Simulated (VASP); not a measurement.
The system is InH2.

```xyz
3
Lattice="3.8452 0.0000 0.0000 0.0000 3.8452 0.0000 0.0000 0.0000 3.0032" Properties=species:S:1:pos:R:3 pbc="T T T"
In    1.9226    1.9226    0.0000
H     0.0000    1.9226    2.4743
H     1.9226    0.0000    0.5288
```

The cell was built from a structure type or drawn by symmetry, and may not be a known phase.

```yaml
Program: VASP 6.6.1
Task: relaxation of cell and atoms
Functional: PBE
Potentials_or_basis: VASP PAW PBE potentials, release 64 (In_d, H)
Cutoff: 600 eV
k_mesh: 12 × 12 × 16
Occupations: gaussian, width 0.1 eV
Spin: no spin polarisation
```

At the start: pressure -0.4 GPa; volume 14.80 Å³/atom.

Problem. How do energy, volume and symmetry change on relaxing?

Solution. Over 9 steps the energy falls by 5.9 meV/atom and the volume is 14.91 Å³/atom (+0.7 %); space group P-4m2 (No. 115, to 0.1 Å) before and after.

Step by step:
| step | energy change (eV) | largest force (eV/Å) | pressure (GPa) | volume (Å³) |
| --- | --- | --- | --- | --- |
| 1 | 0.0000 | 0.0180 | -0.36 | 44.40 |
| 2 | -0.0089 | 0.0072 | 0.01 | 44.19 |
| 3 | -0.0147 | 0.0010 | 0.46 | 43.89 |
| 4 | -0.0153 | 0.0024 | 0.74 | 43.75 |
| 5 | -0.0172 | 0.0056 | 0.30 | 44.28 |
| 6 | -0.0177 | 0.0114 | -0.02 | 44.71 |
| 7 | -0.0177 | 0.0119 | -0.05 | 44.75 |
| 8 | -0.0178 | 0.0104 | -0.04 | 44.74 |
| 9 | -0.0178 | 0.0085 | 0.00 | 44.74 |

Final structure:
```yaml
crystal:
  lattice:
    - [3.77784, 0.00000, 0.00000]
    - [0.00000, 3.77784, 0.00000]
    - [0.00000, 0.00000, 3.13458]
  atoms:
    - { symbol: In, position: [0.50000, 0.50000, 0.00000] }
    - { symbol: H, position: [0.00000, 0.50000, 0.82546] }
    - { symbol: H, position: [0.50000, 0.00000, 0.17454] }
```
